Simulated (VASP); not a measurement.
The system is GaTe3O2.

```
CELL_PARAMETERS angstrom
5.46429 0.00000 0.00000
0.00000 5.46429 0.00000
0.00000 0.00000 5.78598
ATOMIC_POSITIONS crystal
Ga 0.00000 0.00000 0.62646
Te 0.50000 0.00000 0.58458
Te 0.00000 0.50000 0.58458
Te 0.50000 0.50000 0.25801
O 0.50000 0.00000 0.24512
O 0.00000 0.50000 0.24512
```

The cell was generated, and may not be a known phase.

| Item | Value |
| --- | --- |
| Program | VASP 6.6.1 |
| Task | relaxation of cell and atoms |
| Functional | PBE |
| Potentials or basis | VASP PAW PBE potentials, release 64 (Ga_d, Te, O) |
| Cutoff | 600 eV |
| k mesh | 4 × 4 × 4 |
| Occupations | gaussian, width 0.1 eV |
| Spin | no spin polarisation |

At the start: pressure -0.8 GPa; volume 28.79 Å³/atom.

Q: Where does the relaxation end?

A: Over 69 steps the energy falls by 347.2 meV/atom and the volume is 25.12 Å³/atom (-12.7 %); space group P4mm (No. 99, to 0.1 Å) before and after.

The path:
```tsv
step	energy change (eV)	largest force (eV/Å)	pressure (GPa)	volume (Å³)
1	0.0000	0.5755	-0.76	172.76
3	-0.1866	2.1320	2.80	159.07
5	-0.2283	2.1236	2.87	158.01
7	-0.4108	2.1383	3.39	153.24
9	-0.7213	3.3735	9.64	133.68
11	-1.1163	1.9065	8.53	129.73
13	-1.0588	2.1272	9.31	129.11
15	-1.0896	1.8647	10.10	127.42
17	-1.5278	0.6420	2.18	136.30
19	-1.5372	0.6331	1.06	137.99
21	-1.5854	0.6790	0.78	139.13
23	-1.7300	0.9340	0.54	144.13
25	-1.7328	0.9760	0.68	144.98
27	-1.8352	0.8581	0.04	148.48
29	-1.9747	0.5280	-0.92	155.71
31	-2.0336	0.3061	-0.98	155.39
33	-2.0528	0.0589	0.14	153.22
35	-2.0533	0.0600	0.05	153.41
37	-2.0563	0.0649	-0.05	154.44
39	-2.0568	0.0660	-0.17	155.08
41	-2.0579	0.0663	-0.08	154.70
43	-2.0582	0.0677	-0.13	154.45
45	-2.0586	0.0761	0.09	154.03
47	-2.0615	0.0772	0.15	153.39
49	-2.0677	0.0981	0.55	150.53
51	-2.0694	0.0947	0.45	150.56
53	-2.0710	0.1707	-0.05	150.67
55	-2.0722	0.1327	0.09	150.71
57	-2.0761	0.0587	-0.03	151.41
59	-2.0764	0.0319	-0.10	151.65
61	-2.0784	0.0801	-0.19	151.39
63	-2.0791	0.0690	0.04	150.90
65	-2.0804	0.0635	0.02	150.95
67	-2.0829	0.0472	-0.03	151.15
69	-2.0834	0.0326	0.06	150.74
```

Final structure:
```
CELL_PARAMETERS angstrom
5.97647 0.00000 0.00000
0.00000 5.97647 0.00000
0.00000 0.00000 4.22027
ATOMIC_POSITIONS crystal
Ga 0.00000 0.00000 0.66175
Te 0.50000 0.00000 0.62305
Te 0.00000 0.50000 0.62305
Te 0.50000 0.50000 0.46691
O 0.50000 0.00000 0.08455
O 0.00000 0.50000 0.08455
```

Caveat: a cell axis changed by over 15 % at a fixed basis, so the end point is rough; an odd number of electrons without spin polarisation forces a metal; a magnetic or distorted state may lie lower.
